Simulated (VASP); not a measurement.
Runs of VASP 6.6.1 on MgO. The structure is that of space group P6_3/mmc (No. 194), or close to it. The cells are those of the table. 

```csv
cell,gap on the mesh (eV),pressure (GPa)
"a = 3.258, b = 3.258, c = 3.937 Å, angles 90.0, 90.0, 120.0°, 4 atoms",4.33,40.4
"a = 3.414, b = 3.414, c = 4.109 Å, angles 90.0, 90.0, 120.0°, 4 atoms",3.61,(b)
"a = 3.301, b = 3.301, c = 3.985 Å, angles 90.0, 90.0, 120.0°, 4 atoms",4.12,(a)
"a = 3.352, b = 3.352, c = 4.042 Å, angles 90.0, 90.0, 120.0°, 4 atoms",(c),19.9
```

Alike in all rows: task single point; level PBEsol; potentials or basis VASP PAW PBE potentials, release 64 (Mg, O); no spin polarisation; k mesh 8 × 8 × 5; cutoff (eV) 520; smearing gaussian 0.01 eV.

Problem. Estimate the missing entries.

Solution. (a) 30.2; (b) 9.8; (c) 3.89.

Caveats: the cell stands under pressure; the PAW data sets were made with another functional, which shifts forces and pressure a little.

